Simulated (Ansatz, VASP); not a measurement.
**WS2: VASP beside Ansatz**

```
CELL_PARAMETERS angstrom
3.15955 0.00000 0.00000
-1.57977 2.73625 0.00000
0.00000 0.00000 23.80426
ATOMIC_POSITIONS crystal
S 0.33333 0.66667 0.18904
S 0.33333 0.66667 0.32146
S 0.33333 0.66667 0.45631
S 0.33333 0.66667 0.58873
W 0.66667 0.33333 0.25525
W 0.66667 0.33333 0.52252
```

Alike in both runs: task single point; functional PBE; dispersion D3(BJ); k mesh 9 × 9 × 1; occupations gaussian, width 0.05 eV; no spin polarisation.

|  | VASP | Ansatz |
| --- | --- | --- |
| version | VASP 6.6.1 | Ansatz 0.2.0 |
| potentials or method | VASP PAW PBE potentials, release 64 (S, W_sv), cutoff 520 eV | scalar-relativistic, plane waves, PAW |
| valence electrons in the cell | 52 | 52 |

VASP gave:

```
gap on the k mesh at the Fermi level (eV) : 1.52
least direct gap on the mesh (eV)         : 1.89
rms of the force components (eV/Å)        : 0.080
```

Task: Estimate Ansatz's values.

Result: gap on the k mesh at the Fermi level (eV): 1.51; least direct gap on the mesh (eV): 1.89; rms of the force components (eV/Å): 0.081.

Spin-orbit coupling is off throughout.
